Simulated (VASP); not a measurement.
Wanted: the native input for a VASP 6.6.1 run.

```
Task                   : single point
Functional             : PBE
Dispersion             : D3(BJ)
Potentials or basis    : VASP PAW PBE potentials, release 64 (C)
Cutoff                 : 520 eV
k mesh                 : 15 × 15 × 15
Occupations            : gaussian, width 0.05 eV
Spin                   : no spin polarisation
Dipole correction      : no
Further INCAR settings : ALGO = Normal; EDIFF = 1e-06; NBANDS = 11
```

The structure of C lies in POSCAR:

```
C
1.0
    1.2324809262      0.7115731945      3.3609366220
   -1.2324809262      0.7115731945      3.3609366220
    0.0000000000     -1.4231463891      3.3609366220
C
2
Direct
    0.1536602991      0.1536602991      0.1642003252
    0.8463397009      0.8463397009      0.8357996748
```

This cell differs from its parent crystal: atoms displaced along several vibrational modes.

One way to write it, as run:

INCAR

```
SYSTEM = C
  PREC = Accurate
  ENCUT = 520
  EDIFF = 1E-6
  ISMEAR = 0
  SIGMA = 0.05
  LREAL = .FALSE.
  LASPH = .TRUE.
  NELM = 100
  ALGO = Normal
  ISIF = 2
  LWAVE = .FALSE.
  LCHARG = .FALSE.
  GGA = PE
  IVDW = 12
  NBANDS = 11
```

KPOINTS

```
Automatic mesh
0
G
  15 15 15
  0 0 0
```

Potentials or basis: VASP PAW PBE potentials, release 64 (C).

The run is started by

```console
$ cat potpaw_PBE.64/C/POTCAR > POTCAR
$ mpirun -np 1 vasp_std > vasp.out
```

It gave:

```yaml
Pressure: -1.3 GPa
Largest_force: 3.489 eV/Å
Dispersion_energy_per_atom: -0.156 eV
```

Caveat: the cell differs from its parent crystal (atoms displaced along several vibrational modes); the stress differs along the axes, from -6 to 4 GPa; forces of over 1 eV/Å act on the atoms, so gaps and moduli don't describe the material at rest.

It took 8.9 min on 1 thread of Intel Xeon 8259CL (shared host), peak memory 0.28 GiB.
